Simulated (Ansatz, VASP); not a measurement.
**Two plane-wave programs on Pt**

```
CELL_PARAMETERS angstrom
0.00000 2.13614 1.56857
2.13614 0.00000 1.56857
2.13614 2.13614 0.00000
ATOMIC_POSITIONS crystal
Pt 0.00000 0.00000 0.00000
```

Alike in both runs: task single point; functional LDA; k mesh 22 × 22 × 22; occupations gaussian, width 0.15 eV; no spin polarisation.

|  | VASP | Ansatz |
| --- | --- | --- |
| version | VASP 6.6.1 | Ansatz 0.2.0 |
| potentials or method | VASP PAW LDA potentials, release 64 (Pt), cutoff 520 eV | scalar-relativistic, plane waves, PAW |
| valence electrons in the cell | 10 | 18 |

|  | VASP | Ansatz | Ansatz less VASP |
| --- | --- | --- | --- |
| gap on the k mesh at the Fermi level (eV) | none | none | - |
| pressure (GPa) | 14.5 | 13.6 | -0.89 |
| traceless stress, the component that is largest in VASP (GPa) | 3.05 | 3.06 | +0.007 |

LDA's correlation is that of Perdew and Zunger in VASP and of Perdew and Wang (1992) in Ansatz. A gap of «none» marks a metal or a gap that the smearing closes. VASP's potentials hold 10 valence electrons a cell and Ansatz's 18, so a difference there can come from the potentials and not from the codes.

Neither program's run includes spin-orbit coupling.
